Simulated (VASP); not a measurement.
# MgH16Cl2O8 in VASP: notebook

MgH16Cl2O8 is run at these levels: PBE+D3(BJ); tasks: single point.

Program: VASP 6.6.1. These are calculated values, not measurements. Logs are shortened: lines on timing, memory, paths and dates and some standing lists are left out, and cuts for length are marked.

### Step 1. The cell of the first run

The cell holds a disordered packing, 27 atoms: a = 6.506 Å, b = 6.506 Å, c = 6.506 Å, α = 90.00°, β = 90.00°, γ = 90.00°.

### Step 2. Single point, PBE+D3(BJ)

File INCAR:

```
  PREC = Accurate
  ENCUT = 520
  EDIFF = 1E-6
  ISMEAR = -1
  SIGMA = 0.05
  LREAL = F
  LASPH = T
  NELM = 120
  ALGO = Normal
  ISIF = 2
  LWAVE = F
  LCHARG = F
  GGA = PE
  IVDW = 12
  NBANDS = 59
  GGA_COMPAT = F
```

File KPOINTS:

```
Automatic mesh
0
Gamma
  1 1 1
```

File POSCAR:

```
MgH16Cl2O8
1.0
    6.5061090000      0.0000000000      0.0000000000
    0.0000000000      6.5061090000      0.0000000000
    0.0000000000      0.0000000000      6.5061090000
O H Mg Cl
8 16 1 2
Direct
    0.7571499340      0.1227461759      0.6334508075
    0.0928973062      0.1809222686      0.3319956675
    0.8627430005      0.5892923097      0.9368579592
    0.1094817194     -0.0188899387      0.9027361823
    0.6961611003      0.7104092477      0.5940724325
    0.3965503806      0.4903237865      0.1055469559
    0.7878441631      0.4805483585      0.3146120054
    0.3650569027      0.7778228124      0.4117361083
    0.6589806596      0.2423568372      0.6477911760
    0.8545507000      0.1482452876      0.5191889653
    0.1241141211      0.0479856701      0.3384972493
    0.1515652443      0.2579421894      0.4560636780
    0.8417012380      0.4941970692      0.8283291903
    0.9965864390      0.5636856069      0.9800788766
    0.1716540562      0.1083904374      0.8635422493
    0.2025019870     -0.0763128930      0.9980466051
    0.5513126202      0.7456223067      0.5431203197
    0.7539529387      0.6374931622      0.4840681274
    0.3569568232      0.5250296298     -0.0304021958
    0.4876493769      0.3723423632      0.1177969813
    0.8150032531      0.5247222264      0.1782939696
    0.8692138419      0.3520998495      0.3250022402
    0.4549570258      0.8840767961      0.3347469278
    0.3779678453      0.6500198506      0.3233883724
    0.8096544340      0.8811257235      0.8377357342
    0.2557596253      0.3939835622      0.6919496738
    0.6112255420      0.0473093826      0.0938195164
```

Potentials or basis: VASP PAW PBE potentials, release 64 (O, H, Mg, Cl).

Run with:

```console
> cat potpaw_PBE.64/O/POTCAR potpaw_PBE.64/H/POTCAR potpaw_PBE.64/Mg/POTCAR potpaw_PBE.64/Cl/POTCAR > POTCAR
> mpirun -np 1 vasp_gam > vasp.out
```

OUTCAR:

```text
PREC = Accurate
   ENCUT = 520
   EDIFF = 1E-6
   ISMEAR = -1
   LREAL = F
   LASPH = T
   NELM = 120
   ISIF = 2
   GGA = PE
   IVDW = 12
 IVDW          = 12

 ion  position               nearest neighbor table
   1  0.757  0.123  0.633-  10 0.99   9 1.01  25 2.09
   2  0.093  0.181  0.332-  11 0.89  12 1.02
   3  0.863  0.589  0.937-  14 0.93  13 0.95  25 2.03
   4  0.109  0.981  0.903-  16 0.94  15 0.96  25 2.10
   5  0.696  0.710  0.594-  18 0.94  17 1.02  25 2.07
   6  0.397  0.490  0.106-  19 0.95  20 0.97
   7  0.788  0.481  0.315-  21 0.95  22 0.99
   8  0.365  0.778  0.412-  24 1.01  23 1.03
   9  0.659  0.242  0.648-   1 1.01
  10  0.855  0.148  0.519-   1 0.99
  11  0.124  0.048  0.338-   2 0.89
  12  0.152  0.258  0.456-   2 1.02
  13  0.842  0.494  0.828-   3 0.95
  14  0.997  0.564  0.980-   3 0.93
[... 8 lines left out ...]
  23  0.455  0.884  0.335-   8 1.03
  24  0.378  0.650  0.323-   8 1.01
  25  0.810  0.881  0.838-   3 2.03   5 2.07   1 2.09   4 2.10  27 2.37
  26  0.256  0.394  0.692-
  27  0.611  0.047  0.094-  25 2.37

  LATTYP: Found a simple cubic cell.
 ALAT       =     6.5061090000

  Lattice vectors:

 A1 = (   6.5061090000,   0.0000000000,   0.0000000000)
 A2 = (   0.0000000000,   6.5061090000,   0.0000000000)
 A3 = (   0.0000000000,   0.0000000000,   6.5061090000)

Analysis of symmetry for initial positions (statically):
=====================================================================
 Subroutine PRICEL returns:
 Original cell was already a primitive cell.

 Routine SETGRP: Setting up the symmetry group for a
 simple cubic supercell.

 Subroutine GETGRP returns: Found  1 space group operations
 (whereof  1 operations were pure point group operations)
 out of a pool of 48 trial point group operations.

The static configuration has the point symmetry C_1 .

Analysis of symmetry for dynamics (positions and initial velocities):
=====================================================================
 Subroutine PRICEL returns:
 Original cell was already a primitive cell.

 Routine SETGRP: Setting up the symmetry group for a
 simple cubic supercell.

 Subroutine GETGRP returns: Found  1 space group operations
 (whereof  1 operations were pure point group operations)
 out of a pool of 48 trial point group operations.

The dynamic configuration has the point symmetry C_1 .

 Subroutine INISYM returns: Found  1 space group operations
 (whereof  1 operations are pure point group operations),
 and found     1 'primitive' translations

----------------------------------------------------------------------------------------

                                     Primitive cell

  volume of cell :     275.4000

  direct lattice vectors                    reciprocal lattice vectors
     6.506109000  0.000000000  0.000000000     0.153701698  0.000000000  0.000000000
     0.000000000  6.506109000  0.000000000     0.000000000  0.153701698  0.000000000
     0.000000000  0.000000000  6.506109000     0.000000000  0.000000000  0.153701698

  length of vectors
     6.506109000  6.506109000  6.506109000     0.153701698  0.153701698  0.153701698

  position of ions in fractional coordinates (direct lattice)
     0.757149934  0.122746176  0.633450807
     0.092897306  0.180922269  0.331995668
     0.862743000  0.589292310  0.936857959
     0.109481719  0.981110061  0.902736182
     0.696161100  0.710409248  0.594072432
     0.396550381  0.490323786  0.105546956
[... 19 lines left out ...]
     0.255759625  0.393983562  0.691949674
     0.611225542  0.047309383  0.093819516

  ion indices of the primitive-cell ions
   primitive index   ion index
                 1           1
                 2           2
                 3           3
                 4           4
                 5           5
                 6           6
[... 19 lines left out ...]
                26          26
                27          27

----------------------------------------------------------------------------------------

 KPOINTS: Automatic mesh

Automatic generation of k-mesh.
 Grid dimensions read from file:
 generate k-points for:    1    1    1

 Generating k-lattice:

  Cartesian coordinates                     Fractional coordinates (reciprocal lattice)
     0.153701698  0.000000000  0.000000000     1.000000000  0.000000000  0.000000000
     0.000000000  0.153701698  0.000000000     0.000000000  1.000000000  0.000000000
     0.000000000  0.000000000  0.153701698     0.000000000  0.000000000  1.000000000

  Length of vectors
     0.153701698  0.153701698  0.153701698

  Shift w.r.t. Gamma in fractional coordinates (k-lattice)
     0.000000000  0.000000000  0.000000000

 Subroutine IBZKPT returns following result:
 ===========================================

 Found      1 irreducible k-points:

 Following reciprocal coordinates:
            Coordinates               Weight
  0.000000  0.000000  0.000000      1.000000
   k-points           NKPTS =      1   k-points in BZ     NKDIM =      1   number of bands    NBANDS=     59
   number of dos      NEDOS =    301   number of ions     NIONS =     27
   total plane-waves  NPLWV = 110592
   dimension x,y,z NGX =    48 NGY =   48 NGZ =   48
   dimension x,y,z NGXF=    96 NGYF=   96 NGZF=   96
   ions per type =               8  16   1   2
   NGX,Y,Z   is equivalent  to a cutoff of  12.27, 12.27, 12.27 a.u.
   NGXF,Y,Z  is equivalent  to a cutoff of  24.53, 24.53, 24.53 a.u.
 SYSTEM =  unknown system
   PREC   = accura    normal or accurate (medium, high low for compatibility)
   ISTART =      0    job   : 0-new  1-cont  2-samecut
   ICHARG =      2    charge: 1-file 2-atom 10-const
   ISPIN  =      1    spin polarized calculation?
   LNONCOLLINEAR =      F non collinear calculations
   LSORBIT =      F    spin-orbit coupling
   LASPH  =      T    aspherical Exc in radial PAW
   ENCUT  =  520.0 eV  38.22 Ry    6.18 a.u.  12.10 12.10 12.10*2*pi/ulx,y,z
   NELM   =    120;   NELMIN=  2; NELMDL= -5     # of ELM steps
   EDIFF  = 0.1E-05   stopping-criterion for ELM
   LREAL  =      F    real-space projection
   EDIFFG = 0.1E-04   stopping-criterion for IOM
   NSW    =      0    number of steps for IOM
   IBRION =     -1    ionic relax: 0-MD 1-quasi-New 2-CG
   NFREE  =      0    steps in history (QN), initial steepest desc. (CG)
   ISIF   =      2    stress and relaxation
   ISYM   =      2    0-nonsym 1-usesym 2-fastsym
   POTIM  = 0.5000    time-step for ionic-motion
   TEBEG  =    0.0;   TEEND  =   0.0 temperature during run
   PSTRESS=    0.0 pullay stress
   NELECT =      80.0000    total number of electrons
   NUPDOWN=      -1.0000    fix difference up-down
   EMIN   =  10.00;   EMAX   =-10.00  energy-range for DOS
   EFERMI =   0.00;   METHOD = LEGACY
   ISMEAR =    -1;   SIGMA  =   0.05  broadening in eV -4-tet -1-fermi 0-gaus
   EFERMI_NEDOS =   21; number of points for ismear=-14 and -15
   IALGO  =     38    algorithm
   IMIX   =      4    mixing-type and parameters
     AMIX     =   0.40;   BMIX     =  1.00
     AMIX_MAG =   1.60;   BMIX_MAG =  1.00
  volume/ion in A,a.u.               =      10.20        68.83
  Fermi-wavevector in a.u.,A,eV,Ry     =   1.084219  2.048876 15.994054  1.175530
  Thomas-Fermi vector in A             =   2.220303
   LORBIT       =      0    0 simple, 1 ext, 2 COOP (PROOUT), +10 PAW based schemes
   GGA     = PE    functional components
   LHFCALC =     F    Hartree Fock is set to
   AEXX    =    0.0000 exact exchange contribution
   IVDW    =    12    specifies the selected vdW correction
   LEPSILON=     F    determine dielectric tensor
   LRPA    =     F    only Hartree local field effects (RPA)
 non-spin polarized calculation
  energy-cutoff  :      520.00
  volume of cell :      275.40
 maximum number of plane-waves:      3721
   NGX = 25   NGY = 25   NGZ = 25

 number of electron      79.9999986 magnetization

 Free energy of the ion-electron system (eV)
  ---------------------------------------------------
  ext. energy  EPLUGINS =         0.00000000
  ---------------------------------------------------
  free energy    TOTEN  =      -126.26530825 eV

  energy without entropy =     -126.26530825  energy(sigma->0) =     -126.26530825

 E-fermi :  -0.5243     XC(G=0):  -7.6458

 val. band max:       -1.7535710544   @ k =   0.0000   0.0000   0.0000
 cond. band min:       2.4265557106   @ k =   0.0000   0.0000   0.0000
 fundamental gap:      4.1801267651
 Fermi energy:        -0.5242938611

 k-point     1 :       0.0000    0.0000    0.0000
  band No.  band energies     occupation
      1     -23.3926      2.00000
      2     -22.0658      2.00000
      3     -21.4421      2.00000
      4     -21.0991      2.00000
      5     -20.9041      2.00000
      6     -20.5809      2.00000
[... 44 lines left out ...]
     51       7.6610      0.00000
     52       7.7168      0.00000
 [bands above 52 left out]

------------------------ aborting loop because EDIFF is reached ----------------------------------------

 Edisp (eV)   -1.53541

 E8    (eV) :    -0.3894

  FORCE on cell =-STRESS in cart. coord.  units (eV):
  Direction    XX          YY          ZZ          XY          YZ          ZX
  --------------------------------------------------------------------------------------
  -------------------------------------------------------------------------------------
  Total       2.42342     6.97666    10.36998    -1.52300    -0.79730     1.55747
  in kB      14.09857    40.58767    60.32880    -8.86025    -4.63842     9.06080
  external pressure =       38.34 kB  Pullay stress =        0.00 kB

 VOLUME and BASIS-vectors are now :
 -----------------------------------------------------------------------------
  energy-cutoff  :      520.00
  volume of cell :      275.40
      direct lattice vectors                 reciprocal lattice vectors
     6.506109000  0.000000000  0.000000000     0.153701698  0.000000000  0.000000000
     0.000000000  6.506109000  0.000000000     0.000000000  0.153701698  0.000000000
     0.000000000  0.000000000  6.506109000     0.000000000  0.000000000  0.153701698

 POSITION                                       TOTAL-FORCE (eV/Angst)
 -----------------------------------------------------------------------------------
      4.92610      0.79860      4.12130        -0.457004      1.444290      0.340385
      0.60440      1.17710      2.16000        -1.998581      5.830203      0.321878
      5.61310      3.83400      6.09530        -1.356233      1.369605      0.373384
      0.71230      6.38321      5.87330        -1.819231     -1.164161     -0.604100
      4.52930      4.62200      3.86510        -1.125313      2.158595      3.384681
      2.58000      3.19010      0.68670        -0.002643      0.825852      2.444109
[... 19 lines left out ...]
      1.66400      2.56330      4.50190        -0.153564     -0.215687      0.053256
      3.97670      0.30780      0.61040        -0.022083     -0.331674     -0.034370
 -----------------------------------------------------------------------------------
    total drift:                               -0.001649      0.001456      0.000389

  FREE ENERGIE OF THE ION-ELECTRON SYSTEM (eV)
  ---------------------------------------------------
  free  energy   TOTEN  =      -127.8007192489 eV

  energy  without entropy=     -127.8007192489  energy(sigma->0) =     -127.80071925
```

It took 21 s on 1 thread of Intel Xeon 6975P-C (Granite Rapids), shared host; peak memory 0.33 GiB.

Results:

- Free energy: -127.8007 eV
- Pressure: 3.8 GPa
- Largest force: 6.172 eV/Å
- Dispersion energy per atom: -0.057 eV

Forces in eV/Å, atoms in the order of the input:
```
O   -0.457  1.444  0.340
O   -1.999  5.830  0.322
O   -1.356  1.370  0.373
O   -1.819 -1.164 -0.604
O   -1.125  2.159  3.385
O   -0.003  0.826  2.444
O    0.372 -1.502  1.257
O    0.656  1.079 -1.221
H    0.772 -1.254 -0.318
H   -0.235 -0.047  0.115
H    1.513 -5.442  0.524
H    0.238 -0.557 -0.559
H   -0.368 -0.855 -1.220
H    2.788 -0.635  0.580
H    0.491  1.671 -0.763
H    1.073 -0.675  1.035
H    0.162 -0.288  0.237
H    1.294 -1.638 -2.048
H    0.083 -0.491 -1.509
H   -0.132 -0.133 -0.539
H   -0.312  0.458 -1.247
H    0.018  0.357 -0.170
H   -1.091 -1.126  0.347
H   -0.160  0.591 -0.006
Mg  -0.225  0.570 -0.773
Cl  -0.154 -0.216  0.053
Cl  -0.022 -0.332 -0.034
```

Stress tensor (GPa, compression positive):
```
 1.41 -0.89  0.91
-0.89  4.06 -0.46
 0.91 -0.46  6.03
```

Caveat: the k points lie up to 0.97 Å⁻¹ apart, too coarse for converged energies, forces and pressures.

### Step 3. Single point, PBE+D3(BJ)

This run uses another cell than the first one, of 10.26 Å³/atom.

File INCAR:

```
SYSTEM = MgH16Cl2O8
PREC     = Accurate       ! precision mode
ENCUT    = 520            ! plane-wave cutoff, eV
EDIFF    = 1E-6           ! SCF threshold, eV
ISMEAR   = -1             ! smearing method
SIGMA    = 0.05           ! smearing width, eV
LREAL    = .FALSE.        ! projectors in reciprocal space
LASPH    = .TRUE.         ! aspherical terms in the spheres
NELM     = 120            ! most SCF steps
ALGO     = Normal         ! electronic algorithm
ISIF     = 2              ! what is computed and relaxed
LWAVE    = .FALSE.        ! write WAVECAR
LCHARG   = .FALSE.        ! write CHGCAR
GGA      = PE             ! functional
IVDW     = 12             ! dispersion correction
NELECT   = 73.0         
NBANDS   = 59             ! bands
GGA_COMPAT= .FALSE.
```

File KPOINTS:

```
Automatic mesh
0
G
  1 1 1
  0 0 0
```

File POSCAR:

```
MgH16Cl2O8
1.0
    6.5187170000      0.0000000000      0.0000000000
    0.0000000000      6.5187170000      0.0000000000
    0.0000000000      0.0000000000      6.5187170000
O H Mg Cl
8 16 1 2
Direct
    0.7623125839      0.1283688186      0.6335909351
    0.0946658675      0.1863403489      0.3288223741
    0.8617339885      0.5925552528      0.9456768870
    0.0978259986     -0.0290854780      0.9029384156
    0.6930811692      0.7172270249      0.5960528736
    0.3951544453      0.4891146525      0.1070762851
    0.7842187351      0.4844204772      0.3114109724
    0.3634457517      0.7871947808      0.4140385294
    0.6605747726      0.2430232820      0.6462621402
    0.8813237329      0.1651091772      0.5426527950
    0.1201616821      0.0126251838      0.3399441945
    0.1558435502      0.2495736508      0.4540464021
    0.8520234887      0.4911549313      0.8270799300
    1.0108430846      0.5628254762      0.9977730280
    0.1571935091      0.1198088520      0.8746813215
    0.2176348505     -0.0865967950      1.0086340610
    0.5383728117      0.7318311257      0.5380353220
    0.7781439200      0.6040452439      0.4707368030
    0.3487956296      0.5250573081     -0.0421862155
    0.4774712570      0.3582453418      0.1134118876
    0.8123837866      0.5330496783      0.1491704579
    0.8441998633      0.3426134314      0.3294206513
    0.4453637119      0.8944091299      0.3455127750
    0.3646576466      0.6659285869      0.3159824241
    0.8112639343      0.8782863254      0.8404874763
    0.2607414925      0.3907210575      0.6914397419
    0.6110404854      0.0448707928      0.0893273937
```

Potentials or basis: VASP PAW PBE potentials, release 64 (O, H, Mg, Cl).

Run with:

```console
> cat potpaw_PBE.64/O/POTCAR potpaw_PBE.64/H/POTCAR potpaw_PBE.64/Mg/POTCAR potpaw_PBE.64/Cl/POTCAR > POTCAR
> mpirun -np 1 vasp_gam > vasp.out
```

Run time: 36 s. Hardware: 1 thread of Intel Xeon 6975P-C (Granite Rapids), shared host; peak memory 0.34 GiB.

It converged, with:

| Quantity | Value |
| --- | --- |
| Free energy | -105.0653 eV |
| Largest force | 4.524 eV/Å |
| Dispersion energy per atom | -0.057 eV |

Forces on the atoms (eV/Å):
```
O    0.237  0.083  0.393
O   -0.134 -3.635 -0.687
O    2.411 -1.765  0.144
O    3.806  1.205  2.129
O   -0.075 -0.857 -0.962
O   -0.524 -0.003 -0.557
O    0.395 -0.201 -1.020
O    0.163 -0.790  0.084
H    0.027 -0.488 -0.459
H   -0.529 -0.251  0.226
H   -0.556  3.361  0.073
H    0.835  0.145  0.103
H   -0.329  0.400  1.196
H   -1.452  0.668 -0.846
H   -0.942 -1.776  0.246
H   -2.488  0.825 -2.116
H    0.010 -0.022  0.825
H   -0.764  0.687 -0.075
H    1.096 -0.127  1.128
H   -0.232  0.336 -0.083
H   -0.761 -0.144  1.067
H   -0.186  0.425 -0.482
H    0.221  0.892 -0.235
H   -0.391 -0.014  0.037
Mg   0.096  0.030 -0.981
Cl   0.284  0.390  0.048
Cl  -0.219  0.626  0.802
```

Levels at points of the mesh, in eV from the Fermi level:
```
           k point  band 32  band 33  band 34  band 35  band 36  band 37  band 38  band 39  band 40  band 41
(0.00, 0.00, 0.00)    -0.30    -0.23    -0.16    -0.09    -0.04     0.00     0.03     0.09     0.18     6.62
```

Caveat: the k points lie up to 0.96 Å⁻¹ apart, too coarse for converged energies and pressures of a metal; the cell carries a net charge on a neutralising background, which shifts energy and pressure; the cell is charged against a uniform background, so pressure and absolute levels hang on convention; an odd number of electrons without spin polarisation forces a metal; a magnetic or distorted state may lie lower.

(Continued in part 2 of 2.)
